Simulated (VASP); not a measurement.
Wanted: the native input for a VASP 6.6.1 run.

```
Task                   : single point
Functional             : PBE
Potentials or basis    : VASP PAW PBE potentials, release 64 (Bi_d, S)
Cutoff                 : 520 eV
k mesh                 : 6 × 6 × 2
Occupations            : gaussian, width 0.1 eV
Spin                   : no spin polarisation
Dipole correction      : no
Further INCAR settings : ALGO = Normal; EDIFF = 1e-06; NBANDS = 34
```

The structure of Bi3S lies in POSCAR:

```
Bi3S
1.0
    3.7314040134      0.0000000000      0.0000000000
    0.0000000000      3.7314040134      0.0000000000
    0.0000000000      0.0000000000      7.8976510379
Bi S
3 1
Direct
    0.0000000000      0.0000000000      0.7099209997
    0.0000000000      0.0000000000      0.2900790003
    0.5000000000      0.5000000000      0.0000000000
    0.5000000000      0.5000000000      0.5000000000
```

The cell was built from a structure type or drawn by symmetry, and may not be a known phase.

The input as run:

INCAR

```
PREC     = Accurate       # precision mode
ENCUT    = 520            # plane-wave cutoff, eV
EDIFF    = 1E-6           # SCF threshold, eV
ISMEAR   = 0              # smearing method
SIGMA    = 0.1            # smearing width, eV
LREAL    = F              # projectors in reciprocal space
LASPH    = T              # aspherical terms in the spheres
NELM     = 100            # most SCF steps
ALGO     = Normal         # electronic algorithm
ISIF     = 2              # what is computed and relaxed
LWAVE    = F              # write WAVECAR
LCHARG   = F              # write CHGCAR
GGA      = PE             # functional
NBANDS   = 34             # bands
```

KPOINTS

```
regular mesh
0
Gamma
  6 6 2
```

Potentials or basis: VASP PAW PBE potentials, release 64 (Bi_d, S).

Launch:

```sh
$ cat potpaw_PBE.64/Bi_d/POTCAR potpaw_PBE.64/S/POTCAR > POTCAR
$ mpirun -np 1 vasp_std > vasp.out
```

It gave:

```
Pressure               : 0.0 GPa
Largest force          : 0.023 eV/Å
Band gap on the k mesh : zero (an odd number of electrons rules out a gap without spin polarisation)
```

Caveat: the k points lie up to 0.40 Å⁻¹ apart, too coarse for converged energies and pressures of a metal; spin-orbit coupling is left out, which moves the levels of the heavy elements.

Wall time 51 s on 1 thread of Intel(R) Xeon(R) Platinum 8488C (Sapphire Rapids) (shared host), peak memory 0.22 GiB.
